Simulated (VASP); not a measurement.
# ZnS (R3m) in VASP: notebook, part 3 of 3

VASP 6.6.1.

**5. Electric field gradients, PBEsol (equal xy, yz and zx shear strains of +2 %)**

File INCAR:

```
  PREC = Accurate
  ENCUT = 520
  EDIFF = 1E-8
  ISMEAR = -1
  SIGMA = 0.01
  LREAL = False
  LASPH = True
  NELM = 100
  ALGO = Normal
  ISIF = 2
  LWAVE = False
  LCHARG = False
  GGA = PS
  LEFG = True
  NBANDS = 16
```

File KPOINTS:

```
Automatic mesh
0
Gamma
  8 8 8
```

File POSCAR:

```
ZnS
1.0
    0.0540930000      2.7316965000      2.7316965000
    2.7316965000      0.0540930000      2.7316965000
    2.7316965000      2.7316965000      0.0540930000
Zn S
1 1
Direct
    0.0000000000      0.0000000000      0.0000000000
    0.7500000000      0.7500000000      0.7500000000
```

Potentials or basis: VASP PAW PBE potentials, release 64 (Zn, S).

Launch:

```sh
cat potpaw_PBE.64/Zn/POTCAR potpaw_PBE.64/S/POTCAR > POTCAR
mpirun -np 1 vasp_std > vasp.out
```

OUTCAR:

```text
PREC = Accurate
   ENCUT = 520
   EDIFF = 1E-8
   ISMEAR = -1
   LREAL = False
   LASPH = True
   NELM = 100
   ISIF = 2
   GGA = PS

 ion  position               nearest neighbor table
   1  0.000  0.000  0.000-   2 2.33   2 2.33   2 2.33   2 2.39
   2  0.750  0.750  0.750-   1 2.33   1 2.33   1 2.33   1 2.39

  LATTYP: Found a trigonal (rhomboedric) cell.
 ALAT       =     3.8635809282
 COS(alpha) =     0.5197000882

  Lattice vectors:

 A1 = (   0.0540930000,   2.7316965000,   2.7316965000)
 A2 = (   2.7316965000,   0.0540930000,   2.7316965000)
 A3 = (   2.7316965000,   2.7316965000,   0.0540930000)

Analysis of symmetry for initial positions (statically):
=====================================================================
 Subroutine PRICEL returns:
 Original cell was already a primitive cell.

 Routine SETGRP: Setting up the symmetry group for a
 trigonal (rhombohedral) supercell.

 Subroutine GETGRP returns: Found  6 space group operations
 (whereof  6 operations were pure point group operations)
 out of a pool of 12 trial point group operations.

The static configuration has the point symmetry C_3v.

Analysis of symmetry for dynamics (positions and initial velocities):
=====================================================================
 Subroutine PRICEL returns:
 Original cell was already a primitive cell.

 Routine SETGRP: Setting up the symmetry group for a
 trigonal (rhombohedral) supercell.

 Subroutine GETGRP returns: Found  6 space group operations
 (whereof  6 operations were pure point group operations)
 out of a pool of 12 trial point group operations.

The dynamic configuration has the point symmetry C_3v.

 Subroutine INISYM returns: Found  6 space group operations
 (whereof  6 operations are pure point group operations),
 and found     1 'primitive' translations

----------------------------------------------------------------------------------------

                                     Primitive cell

  volume of cell :      39.5579

  direct lattice vectors                    reciprocal lattice vectors
     0.054093000  2.731696500  2.731696500    -0.188564872  0.184903418  0.184903418
     2.731696500  0.054093000  2.731696500     0.184903418 -0.188564872  0.184903418
     2.731696500  2.731696500  0.054093000     0.184903418  0.184903418 -0.188564872

  length of vectors
     3.863580928  3.863580928  3.863580928     0.322389917  0.322389917  0.322389917

  position of ions in fractional coordinates (direct lattice)
     0.000000000  0.000000000  0.000000000
     0.750000000  0.750000000  0.750000000

  ion indices of the primitive-cell ions
   primitive index   ion index
                 1           1
                 2           2

----------------------------------------------------------------------------------------

 KPOINTS: Automatic mesh

Automatic generation of k-mesh.
 Grid dimensions read from file:
 generate k-points for:    8    8    8

[... 65 lines left out ...]
   EDIFFG = 0.1E-06   stopping-criterion for IOM
   NSW    =      0    number of steps for IOM
   IBRION =     -1    ionic relax: 0-MD 1-quasi-New 2-CG
   NFREE  =      0    steps in history (QN), initial steepest desc. (CG)
   ISIF   =      2    stress and relaxation
   ISYM   =      2    0-nonsym 1-usesym 2-fastsym
   POTIM  = 0.5000    time-step for ionic-motion
   TEBEG  =    0.0;   TEEND  =   0.0 temperature during run
   PSTRESS=    0.0 pullay stress
   NELECT =      18.0000    total number of electrons
   NUPDOWN=      -1.0000    fix difference up-down
   EMIN   =  10.00;   EMAX   =-10.00  energy-range for DOS
   EFERMI =   0.00;   METHOD = LEGACY
   ISMEAR =    -1;   SIGMA  =   0.01  broadening in eV -4-tet -1-fermi 0-gaus
   EFERMI_NEDOS =   21; number of points for ismear=-14 and -15
   IALGO  =     38    algorithm
   IMIX   =      4    mixing-type and parameters
     AMIX     =   0.40;   BMIX     =  1.00
     AMIX_MAG =   1.60;   BMIX_MAG =  1.00
  volume/ion in A,a.u.               =      19.78       133.48
  Fermi-wavevector in a.u.,A,eV,Ry     =   1.259180  2.379505 21.572496  1.585534
  Thomas-Fermi vector in A             =   2.392752
   LORBIT       =      0    0 simple, 1 ext, 2 COOP (PROOUT), +10 PAW based schemes
   GGA     = PS    functional components
   LHFCALC =     F    Hartree Fock is set to
   AEXX    =    0.0000 exact exchange contribution
   IVDW    =     0    specifies the selected vdW correction
   LEPSILON=     F    determine dielectric tensor
   LRPA    =     F    only Hartree local field effects (RPA)
 non-spin polarized calculation
  energy-cutoff  :      520.00
  volume of cell :       39.56
 maximum number of plane-waves:      1075
 NGX is ok and might be reduce to    30
   NGX = 15   NGY = 15   NGZ = 15

 number of electron      18.0000008 magnetization

 Free energy of the ion-electron system (eV)
  ---------------------------------------------------
  ext. energy  EPLUGINS =         0.00000000
  ---------------------------------------------------
  free energy    TOTEN  =        -7.57288754 eV

  energy without entropy =       -7.57288754  energy(sigma->0) =       -7.57288754

 E-fermi :   2.2311     XC(G=0):  -9.8369

 val. band max:        2.0271848102   @ k =   0.0000   0.0000   0.0000
 cond. band min:       3.9437854377   @ k =   0.0000   0.0000   0.0000
 fundamental gap:      1.9166006276
 Fermi energy:         2.2310677187

 k-point     1 :       0.0000    0.0000    0.0000
  band No.  band energies     occupation
      1     -11.1501      2.00000
      2      -4.3814      2.00000
      3      -4.3814      2.00000
      4      -4.3599      2.00000
      5      -3.8775      2.00000
      6      -3.8775      2.00000
[... 433 lines left out ...]
      3      -4.2835      2.00000
      4      -4.2594      2.00000
      5      -3.8900      2.00000
      6      -3.8506      2.00000
[... 8 lines left out ...]
     15      14.0464      0.00000
     16      15.0516      0.00000

 [... further k-points ...]
[... 5 lines left out ...]
  --------------------------------------------------------------------------------------
  -------------------------------------------------------------------------------------
  Total       -0.4607592     -0.4607592     -0.4607592     -0.3135360     -0.3135360     -0.3135360
  in kB      -18.6616822    -18.6616822    -18.6616822    -12.6988431    -12.6988431    -12.6988431
  external PRESSURE =     -18.6616822 kB  Pullay stress =       0.0000000 kB

 VOLUME and BASIS-vectors are now :
 -----------------------------------------------------------------------------
  energy-cutoff  :      520.00
  volume of cell :       39.56
      direct lattice vectors                 reciprocal lattice vectors
     0.054093000  2.731696500  2.731696500    -0.188564872  0.184903418  0.184903418
     2.731696500  0.054093000  2.731696500     0.184903418 -0.188564872  0.184903418
     2.731696500  2.731696500  0.054093000     0.184903418  0.184903418 -0.188564872

 POSITION                                       TOTAL-FORCE (eV/Angst)
 -----------------------------------------------------------------------------------
      0.00000      0.00000      0.00000        -0.088251     -0.088251     -0.088251
      4.13811      4.13811      4.13811         0.088251      0.088251      0.088251
 -----------------------------------------------------------------------------------
    total drift:                               -0.000047     -0.000047     -0.000047

  FREE ENERGIE OF THE ION-ELECTRON SYSTEM (eV)
  ---------------------------------------------------
  free  energy   TOTEN  =        -7.5728875391 eV

  energy  without entropy=       -7.5728875391  energy(sigma->0) =       -7.57288754

 Electric field gradients (V/A^2)
---------------------------------------------------------------------
 ion       V_xx      V_yy      V_zz      V_xy      V_xz      V_yz
---------------------------------------------------------------------
   1      -0.000    -0.000     0.000     6.199     6.199     6.199
   2       0.000    -0.000     0.000     3.149     3.149     3.149
---------------------------------------------------------------------

 Electric field gradients after diagonalization (V/A^2)
 (convention: |V_zz| > |V_xx| > |V_yy|)
----------------------------------------------------------------------
 ion       V_xx      V_yy      V_zz     asymmetry (V_yy - V_xx)/ V_zz
----------------------------------------------------------------------
   1      -6.199    -6.199    12.397       0.000
   2      -3.149    -3.149     6.299       0.000
----------------------------------------------------------------------

           NMR quadrupolar parameters

 Cq : quadrupolar parameter    Cq=e*Q*V_zz/h
 eta: asymmetry parameters     (V_yy - V_xx)/ V_zz
 Q  : nuclear electric quadrupole moment in mb (millibarn)
----------------------------------------------------------------------
 ion       Cq(MHz)       eta       Q (mb)
----------------------------------------------------------------------
   1       0.030       0.000       1.000
   2       0.015       0.000       1.000
----------------------------------------------------------------------
```

stdout:

```text
POSCAR found type information on POSCAR ZnS
 POSCAR found :  2 types and       2 ions
 scaLAPACK will be used
 -----------------------------------------------------------------------------
|                                                                             |
|                                                                             |
|     You enforced a specific xc type in the INCAR file but a different       |
|     I HOPE YOU KNOW WHAT YOU ARE DOING!                                     |
|                                                                             |
 -----------------------------------------------------------------------------

 LDA part: xc-table for (Slater+PW92), standard interpolation
 POSCAR, INCAR and KPOINTS ok, starting setup
 FFT: planning ... GRIDC
 FFT: planning ... GRID_SOFT
 FFT: planning ... GRID
 WAVECAR not read
 entering main loop
ion   1

ion   2
```

It took 22 s on 1 thread of Intel Xeon 6975P-C (Granite Rapids), shared host; peak memory 0.19 GiB.

Results:

```yaml
Free_energy: -7.5729 eV
Pressure: -1.9 GPa
Largest_force: 0.153 eV/Å
Band_gap_on_the_k_mesh: 1.92 eV, direct
```

Forces on the atoms (eV/Å):
```
Zn  -0.088 -0.088 -0.088
S    0.088  0.088  0.088
```

Levels at points of the mesh, in eV from the valence-band top:
```csv
k point,band 7,band 8,band 9,band 10,band 11,band 12
"(0.00, 0.00, 0.00)",-0.12,0.00,0.00,1.92,6.02,6.41
"(0.50, 0.00, 0.00)",-5.39,-0.96,-0.93,3.09,6.62,6.90
"(0.50, 0.50, 0.00)",-4.64,-2.37,-2.18,3.19,3.95,10.70
"(0.50, 0.50, 0.50)",-5.35,-0.79,-0.79,3.33,6.93,6.93
```

Electric field gradients, principal values (V/Å²):
| atom | least | middle | greatest (by size) |
| --- | --- | --- | --- |
| 1 Zn | -6.199 | -6.199 | 12.397 |
| 2 S | -3.149 | -3.149 | 6.299 |

Caveat: the cell differs from its parent crystal (equal xy, yz and zx shear strains of +2 %); without QUAD_EFG the Cq values of the log hold for a quadrupole moment of 1 mb, not for the nuclei; the PAW data sets were made with another functional, which shifts forces and pressure a little.

**6. Electric field gradients, PBEsol (equal xy, yz and zx shear strains of +2 %)**

File INCAR:

```
SYSTEM = ZnS
ALGO = Normal
EDIFF = 1E-8
ENCUT = 520
GGA = PS
ISIF = 2
ISMEAR = -1
LASPH = .TRUE.
LCHARG = .FALSE.
LEFG = .TRUE.
LREAL = .FALSE.
LWAVE = .FALSE.
NBANDS = 16
NELM = 60
PREC = Accurate
SIGMA = 0.01
```

File KPOINTS:

```
k-points
0
G
  8 8 8
  0 0 0
```

POSCAR is that of step 5.

Potentials or basis: VASP PAW PBE potentials, release 64 (Zn, S).

Launch:

```sh
cat potpaw_PBE.64/Zn/POTCAR potpaw_PBE.64/S/POTCAR > POTCAR
mpirun -np 1 vasp_std > vasp.out
```

OUTCAR:

```text
SYSTEM = ZnS
   EDIFF = 1E-8
   ENCUT = 520
   GGA = PS
   ISIF = 2
   ISMEAR = -1
   LASPH = .TRUE.
   LREAL = .FALSE.
   NELM = 60
   PREC = Accurate

 ion  position               nearest neighbor table
   1  0.000  0.000  0.000-   2 2.33   2 2.33   2 2.33   2 2.39
   2  0.750  0.750  0.750-   1 2.33   1 2.33   1 2.33   1 2.39

  LATTYP: Found a trigonal (rhomboedric) cell.
 ALAT       =     3.8635809282
 COS(alpha) =     0.5197000882

  Lattice vectors:

 A1 = (   0.0540930000,   2.7316965000,   2.7316965000)
 A2 = (   2.7316965000,   0.0540930000,   2.7316965000)
 A3 = (   2.7316965000,   2.7316965000,   0.0540930000)

Analysis of symmetry for initial positions (statically):
=====================================================================
 Subroutine PRICEL returns:
 Original cell was already a primitive cell.

 Routine SETGRP: Setting up the symmetry group for a
 trigonal (rhombohedral) supercell.
[... 644 lines left out ...]
  energy-cutoff  :      520.00
  volume of cell :       39.56
      direct lattice vectors                 reciprocal lattice vectors
     0.054093000  2.731696500  2.731696500    -0.188564872  0.184903418  0.184903418
     2.731696500  0.054093000  2.731696500     0.184903418 -0.188564872  0.184903418
     2.731696500  2.731696500  0.054093000     0.184903418  0.184903418 -0.188564872

 POSITION                                       TOTAL-FORCE (eV/Angst)
 -----------------------------------------------------------------------------------
      0.00000      0.00000      0.00000        -0.088251     -0.088251     -0.088251
      4.13811      4.13811      4.13811         0.088251      0.088251      0.088251
 -----------------------------------------------------------------------------------
    total drift:                               -0.000047     -0.000047     -0.000047

  FREE ENERGIE OF THE ION-ELECTRON SYSTEM (eV)
  ---------------------------------------------------
  free  energy   TOTEN  =        -7.5728875391 eV

  energy  without entropy=       -7.5728875391  energy(sigma->0) =       -7.57288754

 Electric field gradients (V/A^2)
---------------------------------------------------------------------
 ion       V_xx      V_yy      V_zz      V_xy      V_xz      V_yz
---------------------------------------------------------------------
   1      -0.000    -0.000     0.000     6.199     6.199     6.199
   2       0.000    -0.000     0.000     3.149     3.149     3.149
---------------------------------------------------------------------

 Electric field gradients after diagonalization (V/A^2)
 (convention: |V_zz| > |V_xx| > |V_yy|)
----------------------------------------------------------------------
 ion       V_xx      V_yy      V_zz     asymmetry (V_yy - V_xx)/ V_zz
----------------------------------------------------------------------
   1      -6.199    -6.199    12.397       0.000
   2      -3.149    -3.149     6.299       0.000
----------------------------------------------------------------------

           NMR quadrupolar parameters

 Cq : quadrupolar parameter    Cq=e*Q*V_zz/h
 eta: asymmetry parameters     (V_yy - V_xx)/ V_zz
 Q  : nuclear electric quadrupole moment in mb (millibarn)
----------------------------------------------------------------------
 ion       Cq(MHz)       eta       Q (mb)
----------------------------------------------------------------------
   1       0.030       0.000       1.000
   2       0.015       0.000       1.000
----------------------------------------------------------------------
```

Run time: 21 s. Hardware: 1 thread of Intel Xeon 6975P-C (Granite Rapids), shared host; peak memory 0.19 GiB.

What came out:

```
Free energy            : -7.5729 eV
Pressure               : -1.9 GPa
Largest force          : 0.153 eV/Å
Band gap on the k mesh : 1.92 eV, direct
```

Forces on the atoms (eV/Å):
```
Zn  -0.088 -0.088 -0.088
S    0.088  0.088  0.088
```

Electric field gradients, principal values (V/Å²):
```tsv
atom	least	middle	greatest (by size)
1 Zn	-6.199	-6.199	12.397
2 S	-3.149	-3.149	6.299
```

Caveat: the cell differs from its parent crystal (equal xy, yz and zx shear strains of +2 %); without QUAD_EFG the Cq values of the log hold for a quadrupole moment of 1 mb, not for the nuclei; the PAW data sets were made with another functional, which shifts forces and pressure a little.

**7. Summary**

```csv
cell,gap on the mesh (eV),pressure (GPa),largest force (eV/Å)
"a = 3.768 Å, angles 62.0°, 2 atoms",1.86,-1.7,0.33
"a = 3.806 Å, angles 60.7°, 2 atoms",1.93,-2.0,0.09
"a = 3.864 Å, angles 58.7°, 2 atoms",1.92,-1.9,0.15
```

Alike in all rows: task electric field gradients; level PBEsol; potentials or basis VASP PAW PBE potentials, release 64 (Zn, S); no spin polarisation; k mesh 8 × 8 × 8; cutoff (eV) 520; smearing fermi-dirac 0.01 eV.

Caveats: the PAW data sets were made with another functional, which shifts forces and pressure a little.

Absolute energies hang on the potentials; compare differences alone.
